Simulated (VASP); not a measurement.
# Zn (Fm-3m) in VASP: further runs

Zn is run at these levels: RPBE+D4, revPBE+D3(BJ), revPBE+D4, BLYP+D3(BJ); tasks: relaxation of cell and atoms.

Program: VASP 6.6.1. These are calculated values, not measurements. Logs are shortened: lines on timing, memory, paths and dates and some standing lists are left out, and cuts for length are marked.

### Step 1. The cell of the first run

The structure is cubic, space group Fm-3m (No. 225). The conventional cell has a = 3.930 Å, b = 3.930 Å, c = 3.930 Å, α = 90.00°, β = 90.00°, γ = 90.00°. Within 3.7 Å of Zn (site symmetry m-3m) lie 12 Zn at 2.78 Å.

This isn't the form of Zn at room conditions, which is hcp.

### Step 2. Relaxation of cell and atoms, RPBE+D4

Input file INCAR:

```
  PREC = Accurate
  ENCUT = 600
  EDIFF = 1E-7
  ISMEAR = -1
  SIGMA = 0.05
  LREAL = False
  LASPH = True
  NELM = 60
  ALGO = Normal
  ISIF = 3
  LWAVE = False
  LCHARG = False
  GGA = RP
  IVDW = 13
  IBRION = 2
  NSW = 60
  EDIFFG = -0.01
```

Input file KPOINTS:

```
regular mesh
0
Gamma
  12 12 12
```

Input file POSCAR:

```
Zn
1.0
    0.0000000000      1.9647760000      1.9647760000
    1.9647760000      0.0000000000      1.9647760000
    1.9647760000      1.9647760000      0.0000000000
Zn
1
Direct
    0.0000000000      0.0000000000      0.0000000000
```

Potentials or basis: VASP PAW PBE potentials, release 64 (Zn).

Run with:

```bash
> cat potpaw_PBE.64/Zn/POTCAR > POTCAR
> mpirun -np 1 vasp_std > vasp.out
```

OUTCAR:

```text
PREC = Accurate
   ENCUT = 600
   EDIFF = 1E-7
   ISMEAR = -1
   LREAL = False
   LASPH = True
   NELM = 60
   ISIF = 3
   GGA = RP
   IVDW = 13
   IBRION = 2
   NSW = 60
   EDIFFG = -0.01

 ion  position               nearest neighbor table
   1  0.000  0.000  0.000-

  LATTYP: Found a face centered cubic cell.
 ALAT       =     3.9295520000

  Lattice vectors:

 A1 = (   0.0000000000,   1.9647760000,   1.9647760000)
 A2 = (   1.9647760000,   0.0000000000,   1.9647760000)
 A3 = (   1.9647760000,   1.9647760000,   0.0000000000)

Analysis of symmetry for initial positions (statically):
=====================================================================
 Subroutine PRICEL returns:
 Original cell was already a primitive cell.

 Routine SETGRP: Setting up the symmetry group for a
 face centered cubic supercell.

 Subroutine GETGRP returns: Found 48 space group operations
 (whereof 48 operations were pure point group operations)
 out of a pool of 48 trial point group operations.

The static configuration has the point symmetry O_h .

Analysis of symmetry for dynamics (positions and initial velocities):
=====================================================================
 Subroutine PRICEL returns:
 Original cell was already a primitive cell.

 Routine SETGRP: Setting up the symmetry group for a
 face centered cubic supercell.

 Subroutine GETGRP returns: Found 48 space group operations
 (whereof 48 operations were pure point group operations)
 out of a pool of 48 trial point group operations.

The dynamic configuration has the point symmetry O_h .

 Subroutine INISYM returns: Found 48 space group operations
 (whereof 48 operations are pure point group operations),
 and found     1 'primitive' translations

----------------------------------------------------------------------------------------

                                     Primitive cell

  volume of cell :      15.1694

  direct lattice vectors                    reciprocal lattice vectors
     0.000000000  1.964776000  1.964776000    -0.254481936  0.254481936  0.254481936
     1.964776000  0.000000000  1.964776000     0.254481936 -0.254481936  0.254481936
     1.964776000  1.964776000  0.000000000     0.254481936  0.254481936 -0.254481936

  length of vectors
     2.778612866  2.778612866  2.778612866     0.440775643  0.440775643  0.440775643

  position of ions in fractional coordinates (direct lattice)
     0.000000000  0.000000000  0.000000000

  ion indices of the primitive-cell ions
   primitive index   ion index
                 1           1

----------------------------------------------------------------------------------------

 KPOINTS: regular mesh

Automatic generation of k-mesh.
 Grid dimensions read from file:
 generate k-points for:   12   12   12

 Generating k-lattice:

  Cartesian coordinates                     Fractional coordinates (reciprocal lattice)
    -0.021206828  0.021206828  0.021206828     0.083333333  0.000000000  0.000000000
     0.021206828 -0.021206828  0.021206828     0.000000000  0.083333333  0.000000000
     0.021206828  0.021206828 -0.021206828     0.000000000  0.000000000  0.083333333

  Length of vectors
     0.036731304  0.036731304  0.036731304

  Shift w.r.t. Gamma in fractional coordinates (k-lattice)
     0.000000000  0.000000000  0.000000000

 Subroutine IBZKPT returns following result:
 ===========================================

 Found     72 irreducible k-points:

 Following reciprocal coordinates:
            Coordinates               Weight
  0.000000  0.000000  0.000000      1.000000
  0.083333  0.000000  0.000000      8.000000
  0.166667  0.000000  0.000000      8.000000
  0.250000  0.000000  0.000000      8.000000
  0.333333  0.000000  0.000000      8.000000
  0.416667  0.000000  0.000000      8.000000
[... 16 lines left out ...]
  0.500000  0.166667  0.000000     24.000000
 -0.416667  0.166667  0.000000     24.000000
 [... further k-points ...]
   k-points           NKPTS =     72   k-points in BZ     NKDIM =     72   number of bands    NBANDS=     10
   number of dos      NEDOS =    301   number of ions     NIONS =      1
   total plane-waves  NPLWV =  13824
   dimension x,y,z NGX =    24 NGY =   24 NGZ =   24
   dimension x,y,z NGXF=    48 NGYF=   48 NGZF=   48
   ions per type =               1
   NGX,Y,Z   is equivalent  to a cutoff of  14.36, 14.36, 14.36 a.u.
   NGXF,Y,Z  is equivalent  to a cutoff of  28.72, 28.72, 28.72 a.u.
 SYSTEM =  unknown system
   PREC   = accura    normal or accurate (medium, high low for compatibility)
   ISTART =      0    job   : 0-new  1-cont  2-samecut
   ICHARG =      2    charge: 1-file 2-atom 10-const
   ISPIN  =      1    spin polarized calculation?
   LNONCOLLINEAR =      F non collinear calculations
   LSORBIT =      F    spin-orbit coupling
   LASPH  =      T    aspherical Exc in radial PAW
   ENCUT  =  600.0 eV  44.10 Ry    6.64 a.u.   5.55  5.55  5.55*2*pi/ulx,y,z
   NELM   =     60;   NELMIN=  2; NELMDL= -5     # of ELM steps
   EDIFF  = 0.1E-06   stopping-criterion for ELM
   LREAL  =      F    real-space projection
   EDIFFG = -.1E-01   stopping-criterion for IOM
   NSW    =     60    number of steps for IOM
   IBRION =      2    ionic relax: 0-MD 1-quasi-New 2-CG
   NFREE  =      1    steps in history (QN), initial steepest desc. (CG)
   ISIF   =      3    stress and relaxation
   ISYM   =      2    0-nonsym 1-usesym 2-fastsym
   POTIM  = 0.5000    time-step for ionic-motion
   TEBEG  =    0.0;   TEEND  =   0.0 temperature during run
   PSTRESS=    0.0 pullay stress
   NELECT =      12.0000    total number of electrons
   NUPDOWN=      -1.0000    fix difference up-down
   EMIN   =  10.00;   EMAX   =-10.00  energy-range for DOS
   EFERMI =   0.00;   METHOD = LEGACY
   ISMEAR =    -1;   SIGMA  =   0.05  broadening in eV -4-tet -1-fermi 0-gaus
   EFERMI_NEDOS =   21; number of points for ismear=-14 and -15
   IALGO  =     38    algorithm
   IMIX   =      4    mixing-type and parameters
     AMIX     =   0.40;   BMIX     =  1.00
     AMIX_MAG =   1.60;   BMIX_MAG =  1.00
  volume/ion in A,a.u.               =      15.17       102.37
  Fermi-wavevector in a.u.,A,eV,Ry     =   1.514069  2.861175 31.190044  2.292404
  Thomas-Fermi vector in A             =   2.623775
   LORBIT       =      0    0 simple, 1 ext, 2 COOP (PROOUT), +10 PAW based schemes
   GGA     = RP    functional components
   LHFCALC =     F    Hartree Fock is set to
   AEXX    =    0.0000 exact exchange contribution
   IVDW    =    13    specifies the selected vdW correction
   LEPSILON=     F    determine dielectric tensor
   LRPA    =     F    only Hartree local field effects (RPA)
 conjugate gradient relaxation of ions
 non-spin polarized calculation
  energy-cutoff  :      600.00
  volume of cell :       15.17
 maximum number of plane-waves:       532
 NGX is ok and might be reduce to    24
   NGX = 11   NGY = 11   NGZ = 11

--------------------------------------- Ionic step        1  -------------------------------------------

 number of electron      12.0000008 magnetization

 Free energy of the ion-electron system (eV)
  ---------------------------------------------------
  ext. energy  EPLUGINS =         0.00000000
  ---------------------------------------------------
  free energy    TOTEN  =        -0.70745875 eV

  energy without entropy =       -0.70413432  energy(sigma->0) =       -0.70579653

------------------------ aborting loop because EDIFF is reached ----------------------------------------

  DFT-D4 for vdW energy calculation

  Edisp (eV):   -0.64685

  FORCE on cell =-STRESS in cart. coord.  units (eV):
  Direction    XX          YY          ZZ          XY          YZ          ZX
  --------------------------------------------------------------------------------------
  -------------------------------------------------------------------------------------
  Total      -0.30285    -0.30285    -0.30285     0.00000     0.00000     0.00000
  in kB     -31.98632   -31.98632   -31.98632     0.00000     0.00000     0.00000
  external pressure =      -31.99 kB  Pullay stress =        0.00 kB
[... 59 lines left out ...]
  energy  without entropy=       -1.3586202245  energy(sigma->0) =       -1.36006602

--------------------------------------- Ionic step        3  -------------------------------------------

 number of electron      12.0000002 magnetization

 Free energy of the ion-electron system (eV)
  ---------------------------------------------------
  ext. energy  EPLUGINS =         0.00000000
  ---------------------------------------------------
  free energy    TOTEN  =        -0.68627034 eV

  energy without entropy =       -0.68339803  energy(sigma->0) =       -0.68483419

 E-fermi :   3.5253     XC(G=0): -11.6879

 val. band max:        3.4979159187   @ k =  -0.3333   0.3333   0.1667
 cond. band min:       3.6149536578   @ k =  -0.4167   0.0833   0.0000
 fundamental gap:      0.1170377391
 Fermi energy:         3.5253326409

 k-point     1 :       0.0000    0.0000    0.0000
  band No.  band energies     occupation
      1      -7.1566      2.00000
      2      -4.1781      2.00000
      3      -4.1781      2.00000
      4      -4.1781      2.00000
      5      -3.7650      2.00000
      6      -3.7650      2.00000
      7      22.5622      0.00000
      8      22.5623      0.00000
      9      22.5623      0.00000
     10      22.7329      0.00000
[... 287 lines left out ...]
 k-point    24 :      -0.4167    0.1667    0.0000
  band No.  band energies     occupation
      1      -4.7433      2.00000
      2      -4.2793      2.00000
      3      -4.0294      2.00000
      4      -3.8164      2.00000
      5      -3.5066      2.00000
      6       1.1696      2.00000
      7       3.2517      1.99164
      8      13.2861      0.00000
      9      17.1245      0.00000
     10      19.3586      0.00000

 [... further k-points ...]

------------------------ aborting loop because EDIFF is reached ----------------------------------------

  DFT-D4 for vdW energy calculation

  Edisp (eV):   -0.67526

  FORCE on cell =-STRESS in cart. coord.  units (eV):
  Direction    XX          YY          ZZ          XY          YZ          ZX
  --------------------------------------------------------------------------------------
  -------------------------------------------------------------------------------------
  Total      -0.00010    -0.00010    -0.00010     0.00000     0.00000    -0.00000
  in kB      -0.01092    -0.01092    -0.01092     0.00000     0.00000    -0.00000
  external pressure =       -0.01 kB  Pullay stress =        0.00 kB
[... 16 lines left out ...]
  FREE ENERGIE OF THE ION-ELECTRON SYSTEM (eV)
  ---------------------------------------------------
  free  energy   TOTEN  =        -1.3615288369 eV

  energy  without entropy=       -1.3586565199  energy(sigma->0) =       -1.36009268

 reached required accuracy - stopping structural energy minimisation
```

Wall time 40 s (1 thread of Intel Xeon 8259CL, shared host); peak memory 0.15 GiB.

What came out:

```
Free energy                           : -1.3615 eV
Relaxed volume                        : 14.48 Å³/atom
Relaxed cell                          : a = 2.736 Å, b = 2.736 Å, c = 2.736 Å, α = 60.00°, β = 60.00°, γ = 60.00°
Space group after relaxing (to 0.1 Å) : Fm-3m (No. 225)
Energy gained by relaxing             : 7.2 meV/atom
Ionic steps                           : 3
Pressure after relaxing               : 0.0 GPa
Band gap on the k mesh                : zero (bands 6 and 7 overlap by 3.55 eV)
Dispersion energy per atom            : -0.675 eV
```

Step by step:
| step | energy change (eV) | largest force (eV/Å) | pressure (GPa) | volume (Å³) |
| --- | --- | --- | --- | --- |
| 1 | 0.0000 | 0.0000 | -3.20 | 15.17 |
| 2 | -0.0072 | 0.0000 | -0.16 | 14.51 |
| 3 | -0.0072 | 0.0000 | 0.00 | 14.48 |

Final structure:
```
Zn
1.0
     0.00000    1.93477    1.93477
     1.93477    0.00000    1.93477
     1.93477    1.93477    0.00000
Zn
1
Direct
  0.00000 0.00000 0.00000
```

Levels at points of the mesh, in eV from the Fermi level:
| k point | band 3 | band 4 | band 5 | band 6 | band 7 | band 8 | band 9 | band 10 |
| --- | --- | --- | --- | --- | --- | --- | --- | --- |
| (0.00, 0.00, 0.00) | -7.70 | -7.70 | -7.29 | -7.29 | 19.04 | 19.04 | 19.04 | 19.21 |
| (0.50, 0.00, 0.00) | -7.71 | -6.98 | -6.98 | -3.07 | -1.23 | 15.92 | 15.92 | 17.72 |
| (0.50, 0.50, 0.00) | -7.00 | -6.91 | -6.91 | -1.08 | 1.98 | 8.74 | 8.74 | 12.37 |

Caveat: the PAW data sets were made with another functional, which shifts forces and pressure a little.

### Step 3. Relaxation of cell and atoms, revPBE+D3(BJ)

Input file INCAR:

```
ALGO = Normal
EDIFF = 1E-6
EDIFFG = -0.01
ENCUT = 600
GGA = RE
IBRION = 2
ISIF = 3
ISMEAR = -1
IVDW = 12
LASPH = T
LCHARG = F
LREAL = F
LWAVE = F
NELM = 100
NSW = 60
PREC = Accurate
SIGMA = 0.05
```

Input file KPOINTS:

```
k-points
0
Gamma
  12 12 12
```

POSCAR is that of step 2.

Potentials or basis: VASP PAW PBE potentials, release 64 (Zn).

Run with:

```bash
> cat potpaw_PBE.64/Zn/POTCAR > POTCAR
> mpirun -np 1 vasp_std > vasp.out
```

It took 32 s on 1 thread of Intel Xeon 8259CL, shared host; peak memory 0.16 GiB.

It converged, with:

| Quantity | Value |
| --- | --- |
| Free energy | -1.5834 eV |
| Relaxed volume | 13.88 Å³/atom |
| Relaxed cell | a = 2.698 Å, b = 2.698 Å, c = 2.698 Å, α = 60.00°, β = 60.00°, γ = 60.00° |
| Space group after relaxing (to 0.1 Å) | Fm-3m (No. 225) |
| Energy gained by relaxing | 27.4 meV/atom |
| Ionic steps | 3 |
| Pressure after relaxing | 0.0 GPa |
| Band gap on the k mesh | zero (bands 6 and 7 overlap by 3.51 eV) |
| Dispersion energy per atom | -0.855 eV |

Step by step:
| step | energy change (eV) | largest force (eV/Å) | pressure (GPa) | volume (Å³) |
| --- | --- | --- | --- | --- |
| 1 | 0.0000 | 0.0000 | -6.17 | 15.17 |
| 2 | -0.0274 | 0.0000 | -0.27 | 13.92 |
| 3 | -0.0274 | 0.0000 | 0.04 | 13.88 |

Final structure:
```
Zn
1.0
     0.00000    1.90744    1.90744
     1.90744    0.00000    1.90744
     1.90744    1.90744    0.00000
Zn
1
Cartesian
  0.0000 0.0000 0.0000
```

Levels at points of the mesh, in eV from the Fermi level:
| k point | band 2 | band 3 | band 4 | band 5 | band 6 | band 7 | band 8 | band 9 | band 10 |
| --- | --- | --- | --- | --- | --- | --- | --- | --- | --- |
| (0.00, 0.00, 0.00) | -7.84 | -7.84 | -7.84 | -7.39 | -7.39 | 19.55 | 19.62 | 19.62 | 19.62 |
| (0.50, 0.00, 0.00) | -7.85 | -7.85 | -7.06 | -7.06 | -3.27 | -1.17 | 16.42 | 16.42 | 18.02 |
| (0.50, 0.50, 0.00) | -8.57 | -7.08 | -6.98 | -6.98 | -1.20 | 2.12 | 8.95 | 8.95 | 12.67 |

Caveat: the PAW data sets were made with another functional, which shifts forces and pressure a little.

### Step 4. Relaxation of cell and atoms, revPBE+D4

Input file INCAR:

```
SYSTEM = Zn
PREC = Accurate
ENCUT = 600
EDIFF = 1E-7
ISMEAR = -1
SIGMA = 0.05
LREAL = .FALSE.
LASPH = .TRUE.
NELM = 60
ALGO = Normal
ISIF = 3
LWAVE = .FALSE.
LCHARG = .FALSE.
GGA = RE
IVDW = 13
IBRION = 2
NSW = 60
EDIFFG = -0.01
```

Input file KPOINTS:

```
Automatic mesh
0
G
  12 12 12
  0 0 0
```

POSCAR is that of step 3.

Run with:

```bash
> cat potpaw_PBE.64/Zn/POTCAR > POTCAR
> mpirun -np 1 vasp_std > vasp.out
```

Wall time 40 s (1 thread of Intel Xeon 8259CL, shared host); peak memory 0.15 GiB.

Results (log left out):

```yaml
Free_energy: -1.3469 eV
Relaxed_volume: 14.44 Å³/atom
Relaxed_cell: a = 2.733 Å, b = 2.733 Å, c = 2.733 Å, α = 60.00°, β = 60.00°, γ = 60.00°
Space_group_after_relaxing_to_0.1_Å: Fm-3m (No. 225)
Energy_gained_by_relaxing: 8.3 meV/atom
Ionic_steps: 3
Pressure_after_relaxing: 0.0 GPa
Band_gap_on_the_k_mesh: zero (bands 6 and 7 overlap by 3.55 eV)
Dispersion_energy_per_atom: -0.590 eV
```

Step by step:
```
step  energy change (eV)  largest force (eV/Å)  pressure (GPa)  volume (Å³)
   1              0.0000                0.0000           -3.45        15.17
   2             -0.0083                0.0000           -0.15        14.46
   3             -0.0083                0.0000            0.00        14.44
```

Final structure:
```yaml
crystal:
  lattice:
    - [0.00000, 1.93268, 1.93268]
    - [1.93268, 0.00000, 1.93268]
    - [1.93268, 1.93268, 0.00000]
  atoms:
    - { symbol: Zn, position: [0.00000, 0.00000, 0.00000] }
```

Levels at points of the mesh, in eV from the Fermi level:
```csv
k point,band 2,band 3,band 4,band 5,band 6,band 7,band 8,band 9,band 10
"(0.00, 0.00, 0.00)",-7.71,-7.71,-7.71,-7.30,-7.30,19.07,19.07,19.07,19.26
"(0.50, 0.00, 0.00)",-7.72,-7.72,-6.99,-6.99,-3.08,-1.23,15.94,15.94,17.76
"(0.50, 0.50, 0.00)",-8.39,-7.00,-6.91,-6.91,-1.08,1.98,8.75,8.75,12.41
```

Caveat: the PAW data sets were made with another functional, which shifts forces and pressure a little.

### Step 5. Relaxation of cell and atoms, BLYP+D3(BJ)

Input file INCAR:

```
  PREC = Accurate
  ENCUT = 600
  EDIFF = 1E-7
  ISMEAR = -1
  SIGMA = 0.05
  LREAL = F
  LASPH = T
  NELM = 80
  ALGO = Normal
  ISIF = 3
  LWAVE = F
  LCHARG = F
  GGA = B5
  ALDAX = 1.0
  AGGAX = 1.0
  AGGAC = 1.0
  ALDAC = 0.0
  IVDW = 12
  VDW_S6 = 1.0
  VDW_S8 = 2.6996
  VDW_A1 = 0.4298
  VDW_A2 = 4.2359
  IBRION = 2
  NSW = 60
  EDIFFG = -0.01
```

Input file KPOINTS:

```
Automatic mesh
0
Gamma
  12 12 12
```

POSCAR is that of step 4.

Run with:

```bash
> cat potpaw_PBE.64/Zn/POTCAR > POTCAR
> mpirun -np 1 vasp_std > vasp.out
```

It took 56 s on 1 thread of Intel Xeon 8259CL, shared host; peak memory 0.16 GiB.

The run converged. Its results:

```
Free energy                           : -1.2151 eV
Relaxed volume                        : 14.36 Å³/atom
Relaxed cell                          : a = 2.728 Å, b = 2.728 Å, c = 2.728 Å, α = 60.00°, β = 60.00°, γ = 60.00°
Space group after relaxing (to 0.1 Å) : Fm-3m (No. 225)
Energy gained by relaxing             : 9.4 meV/atom
Ionic steps                           : 3
Pressure after relaxing               : 0.0 GPa
Band gap on the k mesh                : zero (bands 6 and 7 overlap by 3.73 eV)
Dispersion energy per atom            : -0.956 eV
```

Step by step:
| step | energy change (eV) | largest force (eV/Å) | pressure (GPa) | volume (Å³) |
| --- | --- | --- | --- | --- |
| 1 | 0.0000 | 0.0000 | -3.57 | 15.17 |
| 2 | -0.0094 | 0.0000 | -0.39 | 14.44 |
| 3 | -0.0094 | 0.0000 | 0.00 | 14.36 |

Final structure:
```
CELL_PARAMETERS angstrom
0.00000 1.92932 1.92932
1.92932 0.00000 1.92932
1.92932 1.92932 0.00000
ATOMIC_POSITIONS crystal
Zn 0.00000 0.00000 0.00000
```

Levels at points of the mesh, in eV from the Fermi level:
| k point | band 3 | band 4 | band 5 | band 6 | band 7 | band 8 | band 9 | band 10 |
| --- | --- | --- | --- | --- | --- | --- | --- | --- |
| (0.00, 0.00, 0.00) | -7.93 | -7.93 | -7.52 | -7.52 | 18.86 | 18.86 | 18.86 | 19.68 |
| (0.50, 0.00, 0.00) | -7.94 | -7.20 | -7.20 | -2.96 | -1.38 | 15.68 | 15.68 | 18.28 |
| (0.50, 0.50, 0.00) | -7.22 | -7.12 | -7.12 | -1.05 | 1.89 | 8.67 | 8.67 | 12.69 |

Caveat: the PAW data sets were made with another functional, which shifts forces and pressure a little.

### Step 6. Summary

| level | gap on the mesh (eV) | pressure (GPa) | relaxed volume (Å³/atom) |
| --- | --- | --- | --- |
| RPBE+D4 | none | 0.0 | 14.48 |
| revPBE+D3(BJ) | none | 0.0 | 13.88 |
| revPBE+D4 | none | 0.0 | 14.44 |
| BLYP+D3(BJ) | none | 0.0 | 14.36 |

Alike in all rows: task relaxation of cell and atoms; potentials or basis VASP PAW PBE potentials, release 64 (Zn); no spin polarisation; cell relaxed; k mesh 12 × 12 × 12; cutoff (eV) 600; smearing fermi-dirac 0.05 eV.

Caveats: the PAW data sets were made with another functional, which shifts forces and pressure a little.

Absolute energies hang on the potentials; compare differences alone.
